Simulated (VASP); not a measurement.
# SnO2 (Fm-3m) in VASP: notebook

SnO2 is run at these levels: PBE, PBEsol; tasks: dielectric tensor, vibrations by perturbation theory.

Everything below comes from runs of VASP 6.6.1. Logs are shortened: lines on timing, memory, paths and dates and some standing lists are left out, and cuts for length are marked.

## 1. The cell of the first run

The structure is cubic, space group Fm-3m (No. 225). The conventional cell has a = 5.067 Å, b = 5.067 Å, c = 5.067 Å, α = 90.00°, β = 90.00°, γ = 90.00°. Within 2.9 Å of Sn (site symmetry m-3m) lie 8 O at 2.19 Å. O (site symmetry -43m) has 4 Sn at 2.19 Å and 6 O at 2.53 Å within 2.9 Å.

## 2. Dielectric tensor, PBE

INCAR

```
  PREC = Accurate
  ENCUT = 520
  EDIFF = 1E-8
  ISMEAR = 0
  SIGMA = 0.01
  LREAL = False
  LASPH = True
  NELM = 80
  ALGO = Normal
  ISIF = 2
  LWAVE = False
  LCHARG = False
  GGA = PE
  LEPSILON = True
```

KPOINTS

```
regular mesh
0
Gamma
  8 8 8
```

POSCAR

```
SnO2
1.0
    0.0000000000      2.5334667554      2.5334667554
    2.5334667554      0.0000000000      2.5334667554
    2.5334667554      2.5334667554      0.0000000000
Sn O
1 2
Direct
    0.0000000000      0.0000000000      0.0000000000
    0.2500000000      0.2500000000      0.2500000000
    0.7500000000      0.7500000000      0.7500000000
```

Potentials or basis: VASP PAW PBE potentials, release 64 (Sn_d, O).

The run is started by

```sh
$ cat potpaw_PBE.64/Sn_d/POTCAR potpaw_PBE.64/O/POTCAR > POTCAR
$ mpirun -np 1 vasp_std > vasp.out
```

OUTCAR:

```text
PREC = Accurate
   ENCUT = 520
   EDIFF = 1E-8
   ISMEAR = 0
   LREAL = False
   LASPH = True
   NELM = 80
   ISIF = 2
   GGA = PE
   LEPSILON = True

 ion  position               nearest neighbor table
   1  0.000  0.000  0.000-   3 2.19   3 2.19   3 2.19   2 2.19   3 2.19   2 2.19   2 2.19   2 2.19

   2  0.250  0.250  0.250-   1 2.19   1 2.19   1 2.19   1 2.19
   3  0.750  0.750  0.750-   1 2.19   1 2.19   1 2.19   1 2.19

  LATTYP: Found a face centered cubic cell.
 ALAT       =     5.0669335108

  Lattice vectors:

 A1 = (   0.0000000000,   2.5334667554,   2.5334667554)
 A2 = (   2.5334667554,   0.0000000000,   2.5334667554)
 A3 = (   2.5334667554,   2.5334667554,   0.0000000000)

Analysis of symmetry for initial positions (statically):
=====================================================================
 Subroutine PRICEL returns:
 Original cell was already a primitive cell.

 Routine SETGRP: Setting up the symmetry group for a
 face centered cubic supercell.

 Subroutine GETGRP returns: Found 48 space group operations
 (whereof 48 operations were pure point group operations)
 out of a pool of 48 trial point group operations.

The static configuration has the point symmetry O_h .

Analysis of symmetry for dynamics (positions and initial velocities):
=====================================================================
 Subroutine PRICEL returns:
 Original cell was already a primitive cell.

 Routine SETGRP: Setting up the symmetry group for a
 face centered cubic supercell.

 Subroutine GETGRP returns: Found 48 space group operations
 (whereof 48 operations were pure point group operations)
 out of a pool of 48 trial point group operations.

The dynamic configuration has the point symmetry O_h .

 Subroutine INISYM returns: Found 48 space group operations
 (whereof 48 operations are pure point group operations),
 and found     1 'primitive' translations

----------------------------------------------------------------------------------------

                                     Primitive cell

  volume of cell :      32.5219

  direct lattice vectors                    reciprocal lattice vectors
     0.000000000  2.533466755  2.533466755    -0.197358027  0.197358027  0.197358027
     2.533466755  0.000000000  2.533466755     0.197358027 -0.197358027  0.197358027
     2.533466755  2.533466755  0.000000000     0.197358027  0.197358027 -0.197358027

  length of vectors
     3.582863045  3.582863045  3.582863045     0.341834130  0.341834130  0.341834130

  position of ions in fractional coordinates (direct lattice)
     0.000000000  0.000000000  0.000000000
     0.250000000  0.250000000  0.250000000
     0.750000000  0.750000000  0.750000000

  ion indices of the primitive-cell ions
   primitive index   ion index
                 1           1
                 2           2
                 3           3

----------------------------------------------------------------------------------------

 KPOINTS: regular mesh

Automatic generation of k-mesh.
 Grid dimensions read from file:
 generate k-points for:    8    8    8

 Generating k-lattice:

  Cartesian coordinates                     Fractional coordinates (reciprocal lattice)
    -0.024669753  0.024669753  0.024669753     0.125000000  0.000000000  0.000000000
     0.024669753 -0.024669753  0.024669753     0.000000000  0.125000000  0.000000000
     0.024669753  0.024669753 -0.024669753     0.000000000  0.000000000  0.125000000

  Length of vectors
     0.042729266  0.042729266  0.042729266

  Shift w.r.t. Gamma in fractional coordinates (k-lattice)
     0.000000000  0.000000000  0.000000000

 Subroutine IBZKPT returns following result:
 ===========================================

 Found     29 irreducible k-points:

 Following reciprocal coordinates:
            Coordinates               Weight
  0.000000  0.000000  0.000000      1.000000
  0.125000  0.000000  0.000000      8.000000
  0.250000  0.000000  0.000000      8.000000
  0.375000  0.000000  0.000000      8.000000
  0.500000  0.000000  0.000000      4.000000
  0.125000  0.125000  0.000000      6.000000
[... 16 lines left out ...]
  0.500000  0.250000  0.125000     48.000000
 -0.375000  0.250000  0.125000     24.000000
 [... further k-points ...]
   k-points           NKPTS =     29   k-points in BZ     NKDIM =     29   number of bands    NBANDS=     17
   number of dos      NEDOS =    301   number of ions     NIONS =      3
   total plane-waves  NPLWV =  21952
   dimension x,y,z NGX =    28 NGY =   28 NGZ =   28
   dimension x,y,z NGXF=    56 NGYF=   56 NGZF=   56
   ions per type =               1   2
   NGX,Y,Z   is equivalent  to a cutoff of  12.99, 12.99, 12.99 a.u.
   NGXF,Y,Z  is equivalent  to a cutoff of  25.98, 25.98, 25.98 a.u.
 SYSTEM =  unknown system
   PREC   = accura    normal or accurate (medium, high low for compatibility)
   ISTART =      0    job   : 0-new  1-cont  2-samecut
   ICHARG =      2    charge: 1-file 2-atom 10-const
   ISPIN  =      1    spin polarized calculation?
   LNONCOLLINEAR =      F non collinear calculations
   LSORBIT =      F    spin-orbit coupling
   LASPH  =      T    aspherical Exc in radial PAW
   ENCUT  =  520.0 eV  38.22 Ry    6.18 a.u.   6.66  6.66  6.66*2*pi/ulx,y,z
   NELM   =     80;   NELMIN=  2; NELMDL= -5     # of ELM steps
   EDIFF  = 0.1E-07   stopping-criterion for ELM
   LREAL  =      F    real-space projection
   EDIFFG = 0.1E-06   stopping-criterion for IOM
   NSW    =      0    number of steps for IOM
   IBRION =     -1    ionic relax: 0-MD 1-quasi-New 2-CG
   NFREE  =      0    steps in history (QN), initial steepest desc. (CG)
   ISIF   =      2    stress and relaxation
   ISYM   =      2    0-nonsym 1-usesym 2-fastsym
   POTIM  = 0.5000    time-step for ionic-motion
   TEBEG  =    0.0;   TEEND  =   0.0 temperature during run
   PSTRESS=    0.0 pullay stress
   NELECT =      26.0000    total number of electrons
   NUPDOWN=      -1.0000    fix difference up-down
   EMIN   =  10.00;   EMAX   =-10.00  energy-range for DOS
   EFERMI =   0.00;   METHOD = LEGACY
   ISMEAR =     0;   SIGMA  =   0.01  broadening in eV -4-tet -1-fermi 0-gaus
   EFERMI_NEDOS =   21; number of points for ismear=-14 and -15
   IALGO  =     38    algorithm
   IMIX   =      4    mixing-type and parameters
     AMIX     =   0.40;   BMIX     =  1.00
     AMIX_MAG =   1.60;   BMIX_MAG =  1.00
  volume/ion in A,a.u.               =      10.84        73.16
  Fermi-wavevector in a.u.,A,eV,Ry     =   1.519407  2.871263 31.410370  2.308597
  Thomas-Fermi vector in A             =   2.628397
   LORBIT       =      0    0 simple, 1 ext, 2 COOP (PROOUT), +10 PAW based schemes
   GGA     = PE    functional components
   LHFCALC =     F    Hartree Fock is set to
   AEXX    =    0.0000 exact exchange contribution
   IVDW    =     0    specifies the selected vdW correction
   LEPSILON=     T    determine dielectric tensor
   LRPA    =     F    only Hartree local field effects (RPA)
 non-spin polarized calculation
 Gauss-broadening in eV      SIGMA  =   0.01
  energy-cutoff  :      520.00
  volume of cell :       32.52
 maximum number of plane-waves:       893
   NGX = 13   NGY = 13   NGZ = 13

--------------------------------------- Ionic step        1  -------------------------------------------

 number of electron      25.9999988 magnetization

 E-fermi :   8.0966     XC(G=0): -11.9233

 val. band max:        8.0395626314   @ k =  -0.2500   0.5000   0.2500
 cond. band min:       8.3179089325   @ k =   0.0000   0.0000   0.0000
 fundamental gap:      0.2783463011
 Fermi energy:         8.0965749456

 k-point     1 :       0.0000    0.0000    0.0000
  band No.  band energies     occupation
      1     -12.5270      2.00000
      2     -12.5270      2.00000
      3     -12.5270      2.00000
      4     -12.3690      2.00000
      5     -12.3690      2.00000
      6     -11.6959      2.00000
[... 9 lines left out ...]
     16      15.1690      0.00000
     17      15.1690      0.00000
[... 441 lines left out ...]
 k-point    24 :      -0.3750    0.2500    0.1250
  band No.  band energies     occupation
      1     -12.9245      2.00000
      2     -12.6527      2.00000
      3     -12.4239      2.00000
      4     -12.3899      2.00000
      5     -12.3413      2.00000
      6      -9.1313      2.00000
[... 9 lines left out ...]
     16      18.1084      0.00000
     17      19.1980      0.00000

 [... further k-points ...]

  FORCE on cell =-STRESS in cart. coord.  units (eV):
  Direction    XX          YY          ZZ          XY          YZ          ZX
  --------------------------------------------------------------------------------------
  -------------------------------------------------------------------------------------
  Total        2.0272097      2.0272097      2.0272097     -0.0000000      0.0000000      0.0000000
  in kB       99.8696721     99.8696721     99.8696721     -0.0000000      0.0000000      0.0000000
  external PRESSURE =      99.8696721 kB  Pullay stress =       0.0000000 kB

 VOLUME and BASIS-vectors are now :
 -----------------------------------------------------------------------------
  energy-cutoff  :      520.00
  volume of cell :       32.52
      direct lattice vectors                 reciprocal lattice vectors
     0.000000000  2.533466755  2.533466755    -0.197358027  0.197358027  0.197358027
     2.533466755  0.000000000  2.533466755     0.197358027 -0.197358027  0.197358027
     2.533466755  2.533466755  0.000000000     0.197358027  0.197358027 -0.197358027

 POSITION                                       TOTAL-FORCE (eV/Angst)
 -----------------------------------------------------------------------------------
      0.00000      0.00000      0.00000         0.000000      0.000000      0.000000
      1.26673      1.26673      1.26673         0.000000      0.000000      0.000000
      3.80020      3.80020      3.80020        -0.000000     -0.000000     -0.000000
 -----------------------------------------------------------------------------------
    total drift:                                0.000000     -0.000000      0.000000

  FREE ENERGIE OF THE ION-ELECTRON SYSTEM (eV)
  ---------------------------------------------------
  free  energy   TOTEN  =       -17.8669078101 eV

  energy  without entropy=      -17.8669078101  energy(sigma->0) =      -17.86690781

 HEAD OF MICROSCOPIC STATIC DIELECTRIC TENSOR (INDEPENDENT PARTICLE, excluding Hartree and local field effects)
 ------------------------------------------------------
           5.828248     0.000000    -0.000000
           0.000000     5.828248     0.000000
           0.000000    -0.000000     5.828248
 ------------------------------------------------------

 Free energy of the ion-electron system (eV)
  ---------------------------------------------------
  ---------------------------------------------------
  free energy    TOTEN  =        -0.44803447 eV

  energy without entropy =       -0.44803447

------------------------ aborting loop because EDIFF is reached ----------------------------------------

--------------------------------------- Ionic step        2  -------------------------------------------

------------------------ aborting loop because EDIFF is reached ----------------------------------------

--------------------------------------- Ionic step        3  -------------------------------------------

 Free energy of the ion-electron system (eV)
  ---------------------------------------------------
  ---------------------------------------------------
  free energy    TOTEN  =        -0.44803610 eV

  energy without entropy =       -0.44803610

------------------------ aborting loop because EDIFF is reached ----------------------------------------

 PIEZOELECTRIC TENSOR FIELD DIRECTION 3  (e Angst)
 -----------------------------------------------------------------------------
     0.00061  0.00000 -0.00000           ( -0.00001  0.00000  0.00000)
     0.00000  0.00061  0.00000           (  0.00000 -0.00001 -0.00000)
     0.00000 -0.00000 -0.00103           (  0.00000 -0.00000 -0.00003)

 PIEZOELECTRIC TENSOR FIELD DIRECTION 3  (C/m^2)
 -----------------------------------------------------------------------------
     0.00030  0.00000 -0.00000
     0.00000  0.00030  0.00000
     0.00000 -0.00000 -0.00051

 MACROSCOPIC STATIC DIELECTRIC TENSOR (including local field effects in DFT)
 ------------------------------------------------------
           5.709653     0.000000     0.000000
           0.000000     5.709653    -0.000000
           0.000000     0.000000     5.709653
 ------------------------------------------------------

 PIEZOELECTRIC TENSOR (including local field effects)  for field in x, y, z        (e  Angst)
          XX          YY          ZZ          XY          YZ          ZX
  --------------------------------------------------------------------------------
  x     0.00000     0.00000     0.00000     0.00000     0.00000     0.00000
  y     0.00000     0.00000     0.00000     0.00000     0.00000     0.00000
  z     0.00000     0.00000     0.00000     0.00000     0.00000     0.00000

 PIEZOELECTRIC TENSOR (including local field effects)  for field in x, y, z        (C/m^2)
          XX          YY          ZZ          XY          YZ          ZX
  --------------------------------------------------------------------------------
  x     0.00000     0.00000     0.00000     0.00000     0.00000     0.00000
  y     0.00000     0.00000     0.00000     0.00000     0.00000     0.00000
  z     0.00000     0.00000     0.00000     0.00000     0.00000     0.00000

 BORN EFFECTIVE CHARGES (including local field effects) (in |e|, cummulative output)
 ---------------------------------------------------------------------------------
 ion    1
    1     4.49974     0.00000     0.00000
    2     0.00000     4.49974     0.00000
    3     0.00000     0.00000     4.49974
 ion    2
    1    -2.24987     0.00000     0.00000
    2     0.00000    -2.24987     0.00000
    3     0.00000     0.00000    -2.24987
 ion    3
    1    -2.24987     0.00000     0.00000
    2     0.00000    -2.24987     0.00000
    3     0.00000     0.00000    -2.24987
```

Wall time 3.9 min (1 thread of Intel Xeon Platinum 8488C (Sapphire Rapids), shared host); peak memory 0.23 GiB.

What came out:

| Item | Value |
| --- | --- |
| Band gap on the k mesh | 0.28 eV, indirect (least direct gap 1.68 eV) |
| Electronic dielectric tensor (diagonal) | 5.71 |
| Born charges (mean of the diagonal) | Sn +4.50; O -2.25 e |

Levels at points of the mesh, in eV from the valence-band top:
```
           k point  band 9  band 10  band 11  band 12  band 13  band 14  band 15  band 16  band 17
(0.00, 0.00, 0.00)   -2.93    -2.93    -1.40    -1.40    -1.40     0.28     7.13     7.13     7.13
(0.50, 0.00, 0.00)   -3.92    -3.43    -3.43    -2.14    -2.14     4.91     8.05    10.46    10.46
(0.50, 0.50, 0.00)   -5.57    -5.57    -0.20    -0.20    -0.12     3.30     7.26     9.95    12.32
```

Electronic dielectric tensor:
```
5.71 0.00 0.00
0.00 5.71 0.00
0.00 0.00 5.71
```

Born effective charge tensors (e):
atom 1, Sn
```
4.50 0.00 0.00
0.00 4.50 0.00
0.00 0.00 4.50
```
atom 2, O
```
-2.25  0.00  0.00
 0.00 -2.25  0.00
 0.00  0.00 -2.25
```
atom 3, O
```
-2.25  0.00  0.00
 0.00 -2.25  0.00
 0.00  0.00 -2.25
```

Caveat: the gap is small at this level, which inflates the dielectric constant; spin-orbit coupling is left out, which moves the levels of the heavy elements.

(Part 1 of 2 ends here.)
